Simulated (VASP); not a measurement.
Input of a VASP 6.6.1 run:

Contents of INCAR:

```
PREC = Accurate
ENCUT = 600
EDIFF = 1E-6
ISMEAR = -1
SIGMA = 0.05
LREAL = F
LASPH = T
NELM = 100
ALGO = Normal
ISIF = 3
LWAVE = F
LCHARG = F
GGA = PE
IBRION = 2
NSW = 60
EDIFFG = -0.005
PSTRESS = 1000.0
```

The input KPOINTS:

```
regular mesh
0
Gamma
  17 17 17
```

POSCAR

```
Lu
1.0
    0.0000000000      1.9296367340      1.9296367340
    1.9296367340      0.0000000000      1.9296367340
    1.9296367340      1.9296367340      0.0000000000
Lu
1
Direct
    0.0000000000      0.0000000000      0.0000000000
```

Potentials or basis: VASP PAW PBE potentials, release 64 (Lu).

Run with:

```bash
$ cat potpaw_PBE.64/Lu/POTCAR > POTCAR
$ mpirun -np 1 vasp_std > vasp.out
```

Q: What does it give for the relaxed volume?

A: 14.59 Å³/atom.

Q: Predict the space group after relaxing (to 0.1 Å).

A: Fm-3m (No. 225).

Final structure:
```xyz
1
Lattice="0.0000 1.9394 1.9394 1.9394 0.0000 1.9394 1.9394 1.9394 0.0000" Properties=species:S:1:pos:R:3 pbc="T T T"
Lu    0.0000    0.0000    0.0000
```

Caveat: the cell is relaxed towards a set pressure, so the run minimises the enthalpy, not the energy.
